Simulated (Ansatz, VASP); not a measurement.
## Two plane-wave programs on Re

```
Re
1.0
     2.65860    0.00000    0.00000
    -1.32930    2.30242    0.00000
     0.00000    0.00000    4.62100
Re
2
Direct
  0.33333 0.66667 0.25000
  0.66667 0.33333 0.75000
```

Alike in both runs: task single point; functional PBEsol; k mesh 18 × 18 × 10; occupations gaussian, width 0.15 eV; no spin polarisation.

```csv
,VASP,Ansatz
version,VASP 6.6.1,Ansatz 0.2.0
potentials or method,"VASP PAW PBE potentials, release 64 (Re), cutoff 520 eV","scalar-relativistic, plane waves, PAW"
valence electrons in the cell,14,30
```

Ansatz gave:

| Quantity | Value |
| --- | --- |
| gap on the k mesh at the Fermi level (eV) | none |
| pressure (GPa) | 14.3 |
| traceless stress, the component that is largest in VASP (GPa) | -27.39 |

Task: Estimate VASP's values.

Result: gap on the k mesh at the Fermi level (eV): none; pressure (GPa): 14.6; traceless stress, the component that is largest in VASP (GPa): -27.24.

VASP's potentials were made for PBE, not for PBEsol. A gap of «none» marks a metal or a gap that the smearing closes. VASP's potentials hold 14 valence electrons a cell and Ansatz's 30, so a difference there can come from the potentials and not from the codes.

Neither program's run includes spin-orbit coupling.
